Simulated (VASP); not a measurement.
Input of a VASP 6.6.1 run:

Contents of INCAR:

```
ALGO     = Fast           # electronic algorithm
EDIFF    = 1E-6           # SCF threshold, eV
EDIFFG   = -0.01          # ionic threshold
ENCUT    = 600            # plane-wave cutoff, eV
GGA      = PS             # functional
IBRION   = 2              # ionic algorithm
ISIF     = 3              # what is computed and relaxed
ISMEAR   = 0              # smearing method
LASPH    = T              # aspherical terms in the spheres
LCHARG   = F              # write CHGCAR
LREAL    = F              # projectors in reciprocal space
LWAVE    = F              # write WAVECAR
NELM     = 100            # most SCF steps
NSW      = 100            # ionic steps
PREC     = Accurate       # precision mode
SIGMA    = 0.1            # smearing width, eV
```

The input KPOINTS:

```
k-points
0
Gamma
  14 14 14
```

File POSCAR:

```
In
1.0
    0.0000000000      3.2847098290      3.2847098290
    3.2847098290      0.0000000000      3.2847098290
    3.2847098290      3.2847098290      0.0000000000
In
2
Direct
    0.0000000000      0.0000000000      0.0000000000
    0.2500000000      0.2500000000      0.2500000000
```

Potentials or basis: VASP PAW PBE potentials, release 64 (In_d).

Launch:

```sh
$ cat potpaw_PBE.64/In_d/POTCAR > POTCAR
$ mpirun -np 1 vasp_std > vasp.out
```

**Question.** Estimate the band gap on the k mesh.

**Answer.** Zero (band 13 reaches 6.44 eV, above the bottom of band 14 at 2.82 eV).

Final structure:
```
In
1.0
     0.00000    3.28471    3.28471
     3.28471    0.00000    3.28471
     3.28471    3.28471    0.00000
In
2
Direct
  0.00000 0.00000 0.00000
  0.25000 0.25000 0.25000
```

Caveat: the relaxation stopped at its first step, so nothing moved; spin-orbit coupling is left out, which moves the levels of the heavy elements.
